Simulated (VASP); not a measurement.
# InH (P6/mmm) in VASP: further runs

InH is run at these levels: PBE; tasks: relaxation of cell and atoms, single point.

Program: VASP 6.6.1. These are calculated values, not measurements. Logs are shortened: lines on timing, memory, paths and dates and some standing lists are left out, and cuts for length are marked.

**1. The cell of the first run**

Symmetry: P6/mmm, No. 191, hexagonal system. Conventional cell: a = 3.385 Å, b = 3.385 Å, c = 3.689 Å, α = 90.00°, β = 90.00°, γ = 120.00°. Within 2.4 Å of In (site symmetry 6/mmm) lie 2 H at 1.84 Å. Within 2.4 Å of H (site symmetry 6/mmm) lie 2 In at 1.84 Å.

**2. Relaxation of cell and atoms, PBE**

The input, INCAR:

```
SYSTEM = InH
ALGO = Normal ; EDIFF = 1E-6
EDIFFG = -0.04 ; ENCUT = 600
GGA = PE ; IBRION = 2
ISIF = 3 ; ISMEAR = 0
LASPH = .True. ; LCHARG = .False.
LREAL = .False. ; LWAVE = .False.
NELM = 60 ; NSW = 90
PREC = Accurate ; SIGMA = 0.1
```

The input, KPOINTS:

```
k-points
0
Gamma
  6 6 6
  0 0 0
```

The input, POSCAR:

```
InH
1.0
    3.3851129000      0.0000000000      0.0000000000
   -1.6925564500      2.9315937700      0.0000000000
    0.0000000000      0.0000000000      3.6888329700
In H
1 1
Direct
    0.0000000000      0.0000000000      0.5000000000
    0.0000000000      0.0000000000      0.0000000000
```

Potentials or basis: VASP PAW PBE potentials, release 64 (In_d, H).

Run with:

```
$ cat potpaw_PBE.64/In_d/POTCAR potpaw_PBE.64/H/POTCAR > POTCAR
$ mpirun -np 1 vasp_std > vasp.out
```

OUTCAR:

```text
SYSTEM = InH
   EDIFF = 1E-6
   EDIFFG = -0.04
   ENCUT = 600
   GGA = PE
   IBRION = 2
   ISIF = 3
   ISMEAR = 0
   LASPH = .True.
   LREAL = .False.
   NELM = 60
   NSW = 90
   PREC = Accurate

 ion  position               nearest neighbor table
   1  0.000  0.000  0.500-   2 1.84   2 1.84
   2  0.000  0.000  0.000-   1 1.84   1 1.84

  LATTYP: Found a hexagonal cell.
 ALAT       =     3.3851129000
 C/A-ratio  =     1.0897222867

  Lattice vectors:

 A1 = (   3.3851129000,   0.0000000000,   0.0000000000)
 A2 = (  -1.6925564500,   2.9315937700,   0.0000000000)
 A3 = (   0.0000000000,   0.0000000000,   3.6888329700)

Analysis of symmetry for initial positions (statically):
=====================================================================
 Subroutine PRICEL returns:
 Original cell was already a primitive cell.

 Routine SETGRP: Setting up the symmetry group for a
 hexagonal supercell.

 Subroutine GETGRP returns: Found 24 space group operations
 (whereof 24 operations were pure point group operations)
 out of a pool of 24 trial point group operations.

The static configuration has the point symmetry D_6h.

Analysis of symmetry for dynamics (positions and initial velocities):
=====================================================================
 Subroutine PRICEL returns:
 Original cell was already a primitive cell.

 Routine SETGRP: Setting up the symmetry group for a
 hexagonal supercell.

 Subroutine GETGRP returns: Found 24 space group operations
 (whereof 24 operations were pure point group operations)
 out of a pool of 24 trial point group operations.

The dynamic configuration has the point symmetry D_6h.

 Subroutine INISYM returns: Found 24 space group operations
 (whereof 24 operations are pure point group operations),
 and found     1 'primitive' translations

----------------------------------------------------------------------------------------

                                     Primitive cell

  volume of cell :      36.6072

  direct lattice vectors                    reciprocal lattice vectors
     3.385112900  0.000000000  0.000000000     0.295411122  0.170555691  0.000000000
    -1.692556450  2.931593770  0.000000000     0.000000000  0.341111381  0.000000000
     0.000000000  0.000000000  3.688832970     0.000000000  0.000000000  0.271088447

  length of vectors
     3.385112900  3.385112903  3.688832970     0.341111382  0.341111381  0.271088447

  position of ions in fractional coordinates (direct lattice)
     0.000000000  0.000000000  0.500000000
     0.000000000  0.000000000  0.000000000

  ion indices of the primitive-cell ions
   primitive index   ion index
                 1           1
                 2           2

----------------------------------------------------------------------------------------

 KPOINTS: k-points

Automatic generation of k-mesh.
 Grid dimensions read from file:
 generate k-points for:    6    6    6

 Generating k-lattice:

  Cartesian coordinates                     Fractional coordinates (reciprocal lattice)
     0.049235187  0.028425948  0.000000000     0.166666667  0.000000000  0.000000000
     0.000000000  0.056851897  0.000000000     0.000000000  0.166666667  0.000000000
     0.000000000  0.000000000  0.045181408     0.000000000  0.000000000  0.166666667

  Length of vectors
     0.056851897  0.056851897  0.045181408

  Shift w.r.t. Gamma in fractional coordinates (k-lattice)
     0.000000000  0.000000000  0.000000000

 Subroutine IBZKPT returns following result:
 ===========================================

 Found     28 irreducible k-points:

 Following reciprocal coordinates:
            Coordinates               Weight
  0.000000  0.000000  0.000000      1.000000
  0.166667  0.000000  0.000000      6.000000
  0.333333  0.000000  0.000000      6.000000
  0.500000  0.000000  0.000000      3.000000
  0.166667  0.166667  0.000000      6.000000
  0.333333  0.166667  0.000000     12.000000
[... 16 lines left out ...]
  0.166667  0.000000  0.500000      6.000000
  0.333333  0.000000  0.500000      6.000000
 [... further k-points ...]
   k-points           NKPTS =     28   k-points in BZ     NKDIM =     28   number of bands    NBANDS=     11
   number of dos      NEDOS =    301   number of ions     NIONS =      2
   total plane-waves  NPLWV =  23520
   dimension x,y,z NGX =    28 NGY =   28 NGZ =   30
   dimension x,y,z NGXF=    56 NGYF=   56 NGZF=   60
   ions per type =               1   1
   NGX,Y,Z   is equivalent  to a cutoff of  13.75, 13.75, 13.52 a.u.
   NGXF,Y,Z  is equivalent  to a cutoff of  27.50, 27.50, 27.04 a.u.
 SYSTEM =  InH
   PREC   = accura    normal or accurate (medium, high low for compatibility)
   ISTART =      0    job   : 0-new  1-cont  2-samecut
   ICHARG =      2    charge: 1-file 2-atom 10-const
   ISPIN  =      1    spin polarized calculation?
   LNONCOLLINEAR =      F non collinear calculations
   LSORBIT =      F    spin-orbit coupling
   LASPH  =      T    aspherical Exc in radial PAW
   ENCUT  =  600.0 eV  44.10 Ry    6.64 a.u.   6.76  6.76  7.37*2*pi/ulx,y,z
   NELM   =     60;   NELMIN=  2; NELMDL= -5     # of ELM steps
   EDIFF  = 0.1E-05   stopping-criterion for ELM
   LREAL  =      F    real-space projection
   EDIFFG = -.4E-01   stopping-criterion for IOM
   NSW    =     90    number of steps for IOM
   IBRION =      2    ionic relax: 0-MD 1-quasi-New 2-CG
   NFREE  =      1    steps in history (QN), initial steepest desc. (CG)
   ISIF   =      3    stress and relaxation
   ISYM   =      2    0-nonsym 1-usesym 2-fastsym
   POTIM  = 0.5000    time-step for ionic-motion
   TEBEG  =    0.0;   TEEND  =   0.0 temperature during run
   PSTRESS=    0.0 pullay stress
   NELECT =      14.0000    total number of electrons
   NUPDOWN=      -1.0000    fix difference up-down
   EMIN   =  10.00;   EMAX   =-10.00  energy-range for DOS
   EFERMI =   0.00;   METHOD = LEGACY
   ISMEAR =     0;   SIGMA  =   0.10  broadening in eV -4-tet -1-fermi 0-gaus
   EFERMI_NEDOS =   21; number of points for ismear=-14 and -15
   IALGO  =     38    algorithm
   IMIX   =      4    mixing-type and parameters
     AMIX     =   0.40;   BMIX     =  1.00
     AMIX_MAG =   1.60;   BMIX_MAG =  1.00
  volume/ion in A,a.u.               =      18.30       123.52
  Fermi-wavevector in a.u.,A,eV,Ry     =   1.188308  2.245576 19.212445  1.412075
  Thomas-Fermi vector in A             =   2.324440
   LORBIT       =      0    0 simple, 1 ext, 2 COOP (PROOUT), +10 PAW based schemes
   GGA     = PE    functional components
   LHFCALC =     F    Hartree Fock is set to
   AEXX    =    0.0000 exact exchange contribution
   IVDW    =     0    specifies the selected vdW correction
   LEPSILON=     F    determine dielectric tensor
   LRPA    =     F    only Hartree local field effects (RPA)
 conjugate gradient relaxation of ions
 non-spin polarized calculation
 Gauss-broadening in eV      SIGMA  =   0.10
  energy-cutoff  :      600.00
  volume of cell :       36.61
 maximum number of plane-waves:      1238
 NGX is ok and might be reduce to    28
   NGX = 13   NGY = 13   NGZ = 15

--------------------------------------- Ionic step        1  -------------------------------------------

 number of electron      13.9999997 magnetization

 Free energy of the ion-electron system (eV)
  ---------------------------------------------------
  ext. energy  EPLUGINS =         0.00000000
  ---------------------------------------------------
  free energy    TOTEN  =        -5.24036326 eV

  energy without entropy =       -5.23862606  energy(sigma->0) =       -5.23949466

------------------------ aborting loop because EDIFF is reached ----------------------------------------

  FORCE on cell =-STRESS in cart. coord.  units (eV):
  Direction    XX          YY          ZZ          XY          YZ          ZX
  --------------------------------------------------------------------------------------
  -------------------------------------------------------------------------------------
  Total       -1.0441162     -1.0441162      2.5089890      0.0000000     -0.0000000      0.0000000
  in kB      -45.6976086    -45.6976087    109.8103803      0.0000000     -0.0000000      0.0000000
  external PRESSURE =       6.1383877 kB  Pullay stress =       0.0000000 kB
[... 57 lines left out ...]
  energy  without entropy=       -5.3461473249  energy(sigma->0) =       -5.34717824

--------------------------------------- Ionic step        3  -------------------------------------------

 number of electron      14.0000005 magnetization

 E-fermi :   4.2768     XC(G=0):  -9.0256

 val. band max:        4.2153409464   @ k =   0.3333   0.3333   0.1667
 cond. band min:       4.7151477623   @ k =   0.3333   0.3333   0.3333
 fundamental gap:      0.4998068159
 Fermi energy:         4.2768323652

 k-point     1 :       0.0000    0.0000    0.0000
  band No.  band energies     occupation
      1     -10.3854      2.00000
      2     -10.2015      2.00000
      3     -10.2015      2.00000
      4      -9.9291      2.00000
      5      -9.9291      2.00000
      6      -4.5136      2.00000
      7       5.3992      0.00000
      8       6.3683      0.00000
      9      13.9577      0.00000
     10      13.9577      0.00000
     11      15.0974      0.00000
[... 463 lines left out ...]
  energy  without entropy=       -5.3778106427  energy(sigma->0) =       -5.37839110

--------------------------------------- Ionic step        7  -------------------------------------------

 number of electron      13.9999995 magnetization

 Free energy of the ion-electron system (eV)
  ---------------------------------------------------
  ext. energy  EPLUGINS =         0.00000000
  ---------------------------------------------------
  free energy    TOTEN  =        -5.37947279 eV

  energy without entropy =       -5.37829926  energy(sigma->0) =       -5.37888603

 E-fermi :   5.2779     XC(G=0):  -9.4211

 val. band max:        4.9717253133   @ k =   0.3333   0.0000   0.0000
 cond. band min:       5.2811828003   @ k =   0.3333   0.3333   0.3333
 fundamental gap:      0.3094574870
 Fermi energy:         5.2779245919

 k-point     1 :       0.0000    0.0000    0.0000
  band No.  band energies     occupation
      1      -9.7391      2.00000
      2      -9.4905      2.00000
      3      -9.4905      2.00000
      4      -9.1592      2.00000
      5      -9.1592      2.00000
      6      -4.2641      2.00000
      7       6.2034      0.00000
      8       6.9630      0.00000
      9      15.7790      0.00000
     10      15.7790      0.00000
     11      16.6265      0.00000
[... 351 lines left out ...]
  FREE ENERGIE OF THE ION-ELECTRON SYSTEM (eV)
  ---------------------------------------------------
  free  energy   TOTEN  =        -5.3794727948 eV

  energy  without entropy=       -5.3782992596  energy(sigma->0) =       -5.37888603

 reached required accuracy - stopping structural energy minimisation
```

Run time: 52 s. Hardware: 1 thread of Intel Xeon Platinum 8488C (Sapphire Rapids), shared host; peak memory 0.17 GiB.

Results:

```
Free energy                            : -5.3795 eV
Relaxed volume                         : 16.88 Å³/atom
Relaxed cell                           : a = 3.171 Å, b = 3.171 Å, c = 3.877 Å, α = 90.00°, β = 90.00°, γ = 120.00°
Space group after relaxing (to 0.05 Å) : P6/mmm (No. 191)
Energy gained by relaxing              : 69.6 meV/atom
Ionic steps                            : 7
Pressure after relaxing                : 0.1 GPa
Band gap on the k mesh                 : zero (band 7 reaches 6.26 eV, above the bottom of band 8 at 3.63 eV)
```

Step by step:
```csv
step,energy change (eV),largest force (eV/Å),pressure (GPa),volume (Å³)
1,0.0000,0.0000,0.61,36.61
2,-0.1078,0.0000,-2.28,36.89
3,-0.1093,0.0000,-2.56,36.92
4,-0.1302,0.0000,-1.69,35.37
5,-0.1386,0.0000,-0.18,33.80
6,-0.1386,0.0000,-0.25,33.86
7,-0.1391,0.0000,0.08,33.77
```

Final structure:
```yaml
crystal:
  lattice:
    - [3.17118, 0.00000, 0.00000]
    - [-1.58559, 2.74632, 0.00000]
    - [0.00000, 0.00000, 3.87702]
  atoms:
    - { symbol: In, position: [0.00000, 0.00000, 0.50000] }
    - { symbol: H, position: [0.00000, 0.00000, 0.00000] }
```

Caveat: spin-orbit coupling is left out, which moves the levels of the heavy elements.

**3. Single point, PBE**

This run uses another cell than the first one, of 16.94 Å³/atom, 0.925 times its volume.

The input, INCAR:

```
PREC = Accurate ; ENCUT = 520
EDIFF = 1E-6 ; ISMEAR = 0
SIGMA = 0.1 ; LREAL = F
LASPH = T ; NELM = 100
ALGO = Normal ; ISIF = 2
LWAVE = F ; LCHARG = F
GGA = PE ; NBANDS = 14
```

The input, KPOINTS:

```
regular mesh
0
Gamma
  24 24 14
```

The input, POSCAR:

```
InH
1.0
    3.1690469742      0.0000000000      0.0000000000
   -1.5845234871      2.7444751855      0.0000000000
    0.0000000000      0.0000000000      3.8952603092
In H
1 1
Direct
    0.0000000000      0.0000000000      0.5000000000
    0.0000000000      0.0000000000      0.0000000000
```

Potentials or basis: VASP PAW PBE potentials, release 64 (In_d, H).

Run with:

```
$ cat potpaw_PBE.64/In_d/POTCAR potpaw_PBE.64/H/POTCAR > POTCAR
$ mpirun -np 1 vasp_std > vasp.out
```

Wall time 1.9 min (1 thread of Intel Xeon Platinum 8488C (Sapphire Rapids), shared host); peak memory 0.33 GiB.

It converged, with:

| Property | Result |
| --- | --- |
| Free energy | -5.3788 eV |
| Pressure | -0.1 GPa |
| Band gap on the k mesh | zero (band 7 reaches 6.15 eV, above the bottom of band 8 at 3.55 eV) |

Levels at points of the mesh, in eV from the Fermi level:
| k point | band 5 | band 6 | band 7 | band 8 | band 9 | band 10 |
| --- | --- | --- | --- | --- | --- | --- |
| (0.00, 0.00, 0.00) | -14.29 | -9.39 | 0.95 | 1.74 | 10.67 | 10.67 |
| (0.50, 0.00, 0.00) | -14.18 | -5.43 | -2.50 | 3.94 | 5.51 | 6.36 |
| (0.00, 0.00, 0.50) | -14.31 | -7.28 | -6.17 | 7.75 | 12.29 | 12.29 |
| (0.50, 0.00, 0.50) | -14.18 | -4.09 | -2.12 | -1.51 | 3.87 | 7.54 |

Caveat: spin-orbit coupling is left out, which moves the levels of the heavy elements.

**4. Relaxation of cell and atoms, PBE**

This run uses another cell than the first one, of 16.85 Å³/atom, 0.921 times its volume.

The input, INCAR:

```
  PREC = Accurate
  ENCUT = 600
  EDIFF = 1E-6
  ISMEAR = 0
  SIGMA = 0.1
  LREAL = F
  LASPH = T
  NELM = 60
  ALGO = Normal
  ISIF = 3
  LWAVE = F
  LCHARG = F
  GGA = PE
  IBRION = 2
  NSW = 100
  EDIFFG = -0.01
```

The input, KPOINTS:

```
Automatic mesh
0
Gamma
  24 24 14
```

The input, POSCAR:

```
InH
1.0
    3.1669317759      0.0000000000      0.0000000000
   -1.5834658880      2.7426433700      0.0000000000
    0.0000000000      0.0000000000      3.8804658721
In H
1 1
Direct
    0.0000000000      0.0000000000      0.5000000000
    0.0000000000      0.0000000000      0.0000000000
```

Run with:

```
$ cat potpaw_PBE.64/In_d/POTCAR potpaw_PBE.64/H/POTCAR > POTCAR
$ mpirun -np 1 vasp_std > vasp.out
```

Run time: 3.6 min. Hardware: 1 thread of Intel Xeon Platinum 8488C (Sapphire Rapids), shared host; peak memory 0.37 GiB.

It converged, with:

```yaml
Free_energy: -5.3792 eV
Relaxed_volume: 16.93 Å³/atom
Relaxed_cell: a = 3.169 Å, b = 3.169 Å, c = 3.895 Å, α = 90.00°, β = 90.00°, γ = 120.00°
Space_group_after_relaxing_to_0.05_Å: P6/mmm (No. 191)
Energy_gained_by_relaxing: 0.2 meV/atom
Ionic_steps: 2
Pressure_after_relaxing: 0.0 GPa
Band_gap_on_the_k_mesh: zero (band 7 reaches 6.16 eV, above the bottom of band 8 at 3.55 eV)
```

Step by step:
| step | energy change (eV) | largest force (eV/Å) | pressure (GPa) | volume (Å³) |
| --- | --- | --- | --- | --- |
| 1 | 0.0000 | 0.0000 | 0.32 | 33.70 |
| 2 | -0.0003 | 0.0000 | 0.03 | 33.87 |

Final structure:
```cif
data_structure
_symmetry_space_group_name_H-M 'P 1'
_symmetry_Int_Tables_number 1
_cell_length_a 3.1688
_cell_length_b 3.1688
_cell_length_c 3.8947
_cell_angle_alpha 90.000
_cell_angle_beta 90.000
_cell_angle_gamma 120.000
_cell_volume 33.87
loop_
_atom_site_label
_atom_site_type_symbol
_atom_site_fract_x
_atom_site_fract_y
_atom_site_fract_z
_atom_site_occupancy
In1 In 0.00000 0.00000 0.50000 1
H1 H 0.00000 0.00000 0.00000 1
```

Levels at points of the mesh, in eV from the Fermi level:
| k point | band 4 | band 5 | band 6 | band 7 | band 8 | band 9 | band 10 | band 11 |
| --- | --- | --- | --- | --- | --- | --- | --- | --- |
| (0.00, 0.00, 0.00) | -14.29 | -14.29 | -9.40 | 0.95 | 1.74 | 10.68 | 10.68 | 11.47 |
| (0.50, 0.00, 0.00) | -14.34 | -14.18 | -5.43 | -2.50 | 3.94 | 5.51 | 6.36 | 8.65 |
| (0.00, 0.00, 0.50) | -14.31 | -14.31 | -7.28 | -6.18 | 7.75 | 12.29 | 12.29 | 13.47 |
| (0.50, 0.00, 0.50) | -14.29 | -14.18 | -4.10 | -2.12 | -1.51 | 3.87 | 7.54 | 9.79 |

Caveat: spin-orbit coupling is left out, which moves the levels of the heavy elements.

**5. Overview**

```csv
task,cell,k mesh,cutoff (eV),gap on the mesh (eV),pressure (GPa),relaxed volume (Å³/atom)
relaxation of cell and atoms,"relaxed from a = 3.385, b = 3.385, c = 3.689 Å, angles 90.0, 90.0, 120.0°, 2 atoms",6 × 6 × 6,600,none,0.1,16.88
single point,"a = 3.169, b = 3.169, c = 3.895 Å, angles 90.0, 90.0, 120.0°, 2 atoms",24 × 24 × 14,520,none,-0.1,-
relaxation of cell and atoms,"relaxed from a = 3.167, b = 3.167, c = 3.880 Å, angles 90.0, 90.0, 120.0°, 2 atoms",24 × 24 × 14,600,none,0.0,16.93
```

Alike in all rows: level PBE; potentials or basis VASP PAW PBE potentials, release 64 (In_d, H); no spin polarisation; smearing gaussian 0.1 eV.

Caveats: spin-orbit coupling is left out, which moves the levels of the heavy elements.

Absolute energies hang on the potentials; compare differences alone.
